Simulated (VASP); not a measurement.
# KRu (P4/mmm) in VASP: notebook, part 2 of 2

VASP 6.6.1. The steps go on from the part before.

### Step 3. Single point, PBE

INCAR

```
PREC = Accurate
ENCUT = 520
EDIFF = 1E-7
ISMEAR = 0
SIGMA = 0.1
LREAL = F
LASPH = T
NELM = 60
ALGO = Fast
ISIF = 2
LWAVE = F
LCHARG = F
GGA = PE
NBANDS = 18
```

KPOINTS

```
Automatic mesh
0
Gamma
  20 20 10
```

POSCAR

```
KRu
1.0
    2.6914022731      0.0000000000      0.0000000000
    0.0000000000      2.6914022731      0.0000000000
    0.0000000000      0.0000000000      5.6268277285
K Ru
1 1
Direct
    0.5000000000      0.5000000000      0.5000000000
    0.0000000000      0.0000000000      0.0000000000
```

Potentials or basis: VASP PAW PBE potentials, release 64 (K_sv, Ru_pv).

On the command line:

```
$ cat potpaw_PBE.64/K_sv/POTCAR potpaw_PBE.64/Ru_pv/POTCAR > POTCAR
$ mpirun -np 1 vasp_std > vasp.out
```

OUTCAR:

```text
PREC = Accurate
   ENCUT = 520
   EDIFF = 1E-7
   ISMEAR = 0
   LREAL = F
   LASPH = T
   NELM = 60
   ISIF = 2
   GGA = PE

 ion  position               nearest neighbor table
   1  0.500  0.500  0.500-   2 3.40   2 3.40   2 3.40   2 3.40   2 3.40   2 3.40   2 3.40   2 3.40

   2  0.000  0.000  0.000-   1 3.40   1 3.40   1 3.40   1 3.40   1 3.40   1 3.40   1 3.40   1 3.40

  LATTYP: Found a simple tetragonal cell.
 ALAT       =     2.6914022731
 C/A-ratio  =     2.0906676734

  Lattice vectors:

 A1 = (   2.6914022731,   0.0000000000,   0.0000000000)
 A2 = (   0.0000000000,   2.6914022731,   0.0000000000)
 A3 = (   0.0000000000,   0.0000000000,   5.6268277285)

Analysis of symmetry for initial positions (statically):
=====================================================================
 Subroutine PRICEL returns:
 Original cell was already a primitive cell.

 Routine SETGRP: Setting up the symmetry group for a
 simple tetragonal supercell.

 Subroutine GETGRP returns: Found 16 space group operations
 (whereof 16 operations were pure point group operations)
 out of a pool of 16 trial point group operations.

The static configuration has the point symmetry D_4h.

Analysis of symmetry for dynamics (positions and initial velocities):
=====================================================================
 Subroutine PRICEL returns:
 Original cell was already a primitive cell.

 Routine SETGRP: Setting up the symmetry group for a
 simple tetragonal supercell.

 Subroutine GETGRP returns: Found 16 space group operations
 (whereof 16 operations were pure point group operations)
 out of a pool of 16 trial point group operations.

The dynamic configuration has the point symmetry D_4h.

 Subroutine INISYM returns: Found 16 space group operations
 (whereof 16 operations are pure point group operations),
 and found     1 'primitive' translations

----------------------------------------------------------------------------------------

                                     Primitive cell

  volume of cell :      40.7587

  direct lattice vectors                    reciprocal lattice vectors
     2.691402273  0.000000000  0.000000000     0.371553524  0.000000000  0.000000000
     0.000000000  2.691402273  0.000000000     0.000000000  0.371553524  0.000000000
     0.000000000  0.000000000  5.626827729     0.000000000  0.000000000  0.177720031

  length of vectors
     2.691402273  2.691402273  5.626827729     0.371553524  0.371553524  0.177720031

  position of ions in fractional coordinates (direct lattice)
     0.500000000  0.500000000  0.500000000
     0.000000000  0.000000000  0.000000000

  ion indices of the primitive-cell ions
   primitive index   ion index
                 1           1
                 2           2

----------------------------------------------------------------------------------------

 KPOINTS: Automatic mesh

Automatic generation of k-mesh.
 Grid dimensions read from file:
 generate k-points for:   20   20   10

 Generating k-lattice:

  Cartesian coordinates                     Fractional coordinates (reciprocal lattice)
     0.018577676  0.000000000  0.000000000     0.050000000  0.000000000  0.000000000
     0.000000000  0.018577676  0.000000000     0.000000000  0.050000000  0.000000000
     0.000000000  0.000000000  0.017772003     0.000000000  0.000000000  0.100000000

  Length of vectors
     0.018577676  0.018577676  0.017772003

  Shift w.r.t. Gamma in fractional coordinates (k-lattice)
     0.000000000  0.000000000  0.000000000

 Subroutine IBZKPT returns following result:
 ===========================================

 Found    396 irreducible k-points:

 Following reciprocal coordinates:
            Coordinates               Weight
  0.000000  0.000000  0.000000      1.000000
  0.050000  0.000000  0.000000      4.000000
  0.100000  0.000000  0.000000      4.000000
  0.150000  0.000000  0.000000      4.000000
  0.200000  0.000000  0.000000      4.000000
  0.250000  0.000000  0.000000      4.000000
[... 16 lines left out ...]
  0.150000  0.100000  0.000000      8.000000
  0.200000  0.100000  0.000000      8.000000
 [... further k-points ...]
   k-points           NKPTS =    396   k-points in BZ     NKDIM =    396   number of bands    NBANDS=     18
   number of dos      NEDOS =    301   number of ions     NIONS =      2
   total plane-waves  NPLWV =  16800
   dimension x,y,z NGX =    20 NGY =   20 NGZ =   42
   dimension x,y,z NGXF=    40 NGYF=   40 NGZF=   84
   ions per type =               1   1
   NGX,Y,Z   is equivalent  to a cutoff of  12.35, 12.35, 12.41 a.u.
   NGXF,Y,Z  is equivalent  to a cutoff of  24.71, 24.71, 24.82 a.u.
 SYSTEM =  unknown system
   PREC   = accura    normal or accurate (medium, high low for compatibility)
   ISTART =      0    job   : 0-new  1-cont  2-samecut
   ICHARG =      2    charge: 1-file 2-atom 10-const
   ISPIN  =      1    spin polarized calculation?
   LNONCOLLINEAR =      F non collinear calculations
   LSORBIT =      F    spin-orbit coupling
   LASPH  =      T    aspherical Exc in radial PAW
   ENCUT  =  520.0 eV  38.22 Ry    6.18 a.u.   5.00  5.00 10.46*2*pi/ulx,y,z
   NELM   =     60;   NELMIN=  2; NELMDL= -5     # of ELM steps
   EDIFF  = 0.1E-06   stopping-criterion for ELM
   LREAL  =      F    real-space projection
   EDIFFG = 0.1E-05   stopping-criterion for IOM
   NSW    =      0    number of steps for IOM
   IBRION =     -1    ionic relax: 0-MD 1-quasi-New 2-CG
   NFREE  =      0    steps in history (QN), initial steepest desc. (CG)
   ISIF   =      2    stress and relaxation
   ISYM   =      2    0-nonsym 1-usesym 2-fastsym
   POTIM  = 0.5000    time-step for ionic-motion
   TEBEG  =    0.0;   TEEND  =   0.0 temperature during run
   PSTRESS=    0.0 pullay stress
   NELECT =      23.0000    total number of electrons
   NUPDOWN=      -1.0000    fix difference up-down
   EMIN   =  10.00;   EMAX   =-10.00  energy-range for DOS
   EFERMI =   0.00;   METHOD = LEGACY
   ISMEAR =     0;   SIGMA  =   0.10  broadening in eV -4-tet -1-fermi 0-gaus
   EFERMI_NEDOS =   21; number of points for ismear=-14 and -15
   IALGO  =     68    algorithm
   IMIX   =      4    mixing-type and parameters
     AMIX     =   0.40;   BMIX     =  1.00
     AMIX_MAG =   1.60;   BMIX_MAG =  1.00
  volume/ion in A,a.u.               =      20.38       137.53
  Fermi-wavevector in a.u.,A,eV,Ry     =   1.352832  2.556482 24.900758  1.830154
  Thomas-Fermi vector in A             =   2.480138
   LORBIT       =      0    0 simple, 1 ext, 2 COOP (PROOUT), +10 PAW based schemes
   GGA     = PE    functional components
   LHFCALC =     F    Hartree Fock is set to
   AEXX    =    0.0000 exact exchange contribution
   IVDW    =     0    specifies the selected vdW correction
   LEPSILON=     F    determine dielectric tensor
   LRPA    =     F    only Hartree local field effects (RPA)
 non-spin polarized calculation
 RMM-DIIS sequential band-by-band and
 Gauss-broadening in eV      SIGMA  =   0.10
  energy-cutoff  :      520.00
  volume of cell :       40.76
 maximum number of plane-waves:      1120
   NGX = 11   NGY = 11   NGZ = 21

 number of electron      23.0000014 magnetization

 Free energy of the ion-electron system (eV)
  ---------------------------------------------------
  ext. energy  EPLUGINS =         0.00000000
  ---------------------------------------------------
  free energy    TOTEN  =        -7.67143581 eV

  energy without entropy =       -7.65841332  energy(sigma->0) =       -7.66492456

 E-fermi :   5.5810     XC(G=0): -10.7373

 val. band max:        5.5800296342   @ k =   0.3500   0.0500   0.0000
 cond. band min:       5.5891105777   @ k =   0.3500   0.0500   0.1000
 fundamental gap:      0.0090809436
 Fermi energy:         5.5809812023

 k-point     1 :       0.0000    0.0000    0.0000
  band No.  band energies     occupation
      1     -36.5127      2.00000
      2     -36.5127      2.00000
      3     -36.4966      2.00000
      4     -26.8268      2.00000
      5      -9.9967      2.00000
      6      -8.5834      2.00000
[... 10 lines left out ...]
     17      14.8086      0.00000
     18      15.2821      0.00000
[... 463 lines left out ...]
 k-point    24 :       0.2000    0.1000    0.0000
  band No.  band energies     occupation
      1     -36.6962      2.00000
      2     -36.5487      2.00000
      3     -36.4714      2.00000
      4     -26.5704      2.00000
      5      -9.7618      2.00000
      6      -9.7579      2.00000
[... 10 lines left out ...]
     17      13.8408      0.00000
     18      14.7110      0.00000

 [... further k-points ...]

------------------------ aborting loop because EDIFF is reached ----------------------------------------

  FORCE on cell =-STRESS in cart. coord.  units (eV):
  Direction    XX          YY          ZZ          XY          YZ          ZX
  --------------------------------------------------------------------------------------
  -------------------------------------------------------------------------------------
  Total        0.1017083      0.1017083      0.0358744      0.0000000      0.0000000      0.0000000
  in kB        3.9980313      3.9980313      1.4101790      0.0000000      0.0000000      0.0000000
  external PRESSURE =       3.1354138 kB  Pullay stress =       0.0000000 kB

 VOLUME and BASIS-vectors are now :
 -----------------------------------------------------------------------------
  energy-cutoff  :      520.00
  volume of cell :       40.76
      direct lattice vectors                 reciprocal lattice vectors
     2.691402273  0.000000000  0.000000000     0.371553524  0.000000000  0.000000000
     0.000000000  2.691402273  0.000000000     0.000000000  0.371553524  0.000000000
     0.000000000  0.000000000  5.626827729     0.000000000  0.000000000  0.177720031

 POSITION                                       TOTAL-FORCE (eV/Angst)
 -----------------------------------------------------------------------------------
      1.34570      1.34570      2.81341         0.000000      0.000000      0.000000
      0.00000      0.00000      0.00000         0.000000      0.000000      0.000000
 -----------------------------------------------------------------------------------
    total drift:                                0.000000      0.000000      0.000000

  FREE ENERGIE OF THE ION-ELECTRON SYSTEM (eV)
  ---------------------------------------------------
  free  energy   TOTEN  =        -7.6714358093 eV

  energy  without entropy=       -7.6584133196  energy(sigma->0) =       -7.66492456
```

OSZICAR:

```text
N       E                     dE             d eps       ncg     rms          rms(c)
DAV:   1     0.203606792736E+03    0.20361E+03   -0.12549E+04 14296   0.122E+03
DAV:   2    -0.919110355905E+00   -0.20453E+03   -0.19999E+03 15562   0.385E+02
DAV:   3    -0.805812239529E+01   -0.71390E+01   -0.70878E+01 25150   0.638E+01
[... 12 lines left out ...]
RMM:  16    -0.767143516662E+01   -0.74178E-06   -0.57717E-06 19335   0.846E-03    0.122E-03
RMM:  17    -0.767143545779E+01   -0.29117E-06   -0.25986E-06 17311   0.564E-03    0.194E-03
RMM:  18    -0.767143563781E+01   -0.18002E-06   -0.12189E-06 15701   0.388E-03    0.199E-03
RMM:  19    -0.767143575806E+01   -0.12026E-06   -0.58443E-07 13973   0.283E-03    0.147E-03
RMM:  20    -0.767143580926E+01   -0.51195E-07   -0.30884E-07 12364   0.211E-03
   1 F= -.76714358E+01 E0= -.76649246E+01  d E =-.130225E-01
```

Wall time 3.5 min (1 thread of Intel Xeon Platinum 8488C (Sapphire Rapids), shared host); peak memory 0.38 GiB.

What came out:

```
Free energy            : -7.6714 eV
Pressure               : 0.3 GPa
Band gap on the k mesh : zero (an odd number of electrons rules out a gap without spin polarisation)
```
